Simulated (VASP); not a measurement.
A run of VASP 6.6.1:

Contents of INCAR:

```
ALGO = Normal
EDIFF = 1E-6
ENCUT = 520
GGA = PE
ISIF = 2
ISMEAR = 0
LASPH = True
LCHARG = False
LREAL = False
LWAVE = False
NBANDS = 16
NELM = 100
PREC = Accurate
SIGMA = 0.1
```

The input KPOINTS:

```
k-points
0
Gamma
  6 6 2
```

Contents of POSCAR:

```
MgS
1.0
    4.0346224068      0.0000000000      0.0000000000
   -2.0173112034      3.4940854990      0.0000000000
    0.0000000000      0.0000000000      6.4322941800
Mg S
2 2
Direct
    0.6666666700      0.3333333300      0.4957548500
    0.3333333300      0.6666666700      0.9957548500
    0.3333333300      0.6666666700      0.3792441500
    0.6666666700      0.3333333300      0.8792441500
```

Potentials or basis: VASP PAW PBE potentials, release 64 (Mg, S).

Run with:

```sh
$ cat potpaw_PBE.64/Mg/POTCAR potpaw_PBE.64/S/POTCAR > POTCAR
$ mpirun -np 1 vasp_std > vasp.out
```

Hardware: 1 thread of Intel(R) Xeon(R) 6975P-C (Granite Rapids) (shared host).

Q: Estimate the wall time of this run.

A: It took 9.7 s on 1 thread of Intel(R) Xeon(R) 6975P-C (Granite Rapids), on a shared host, peak memory 0.2 GiB. Counts: scf iterations 14, k points 14.
